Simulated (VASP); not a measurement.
A run of VASP 6.6.1:

Contents of INCAR:

```
  PREC = Accurate
  ENCUT = 520
  EDIFF = 1E-6
  ISMEAR = -1
  SIGMA = 0.05
  LREAL = False
  LASPH = True
  NELM = 150
  ALGO = Normal
  ISIF = 2
  LWAVE = False
  LCHARG = False
  ISPIN = 2
  MAGMOM = 0 0 1.5
  LORBIT = 11
  LMAXMIX = 4
  GGA = PE
  NBANDS = 20
```

Contents of KPOINTS:

```
Automatic mesh
0
Gamma
  15 15 15
```

File POSCAR:

```
Si2Ni
1.0
    0.0000000000      2.6478212519      2.6478212519
    2.6478212519      0.0000000000      2.6478212519
    2.6478212519      2.6478212519      0.0000000000
Si Ni
2 1
Direct
    0.2500000000      0.2500000000      0.2500000000
    0.7500000000      0.7500000000      0.7500000000
    0.0000000000      0.0000000000      0.0000000000
```

Potentials or basis: VASP PAW PBE potentials, release 64 (Si, Ni).

Run with:

```console
$ cat potpaw_PBE.64/Si/POTCAR potpaw_PBE.64/Ni/POTCAR > POTCAR
$ mpirun -np 1 vasp_std > vasp.out
```

Hardware: 1 thread of Intel Xeon 8259CL, with other jobs on the host.

Task: Estimate the wall time of this run.

Result: Wall time 4.3 min on 1 thread of Intel Xeon 8259CL, with other jobs on the host, peak memory 0.27 GiB. Counts: scf iterations 15, k points 120.
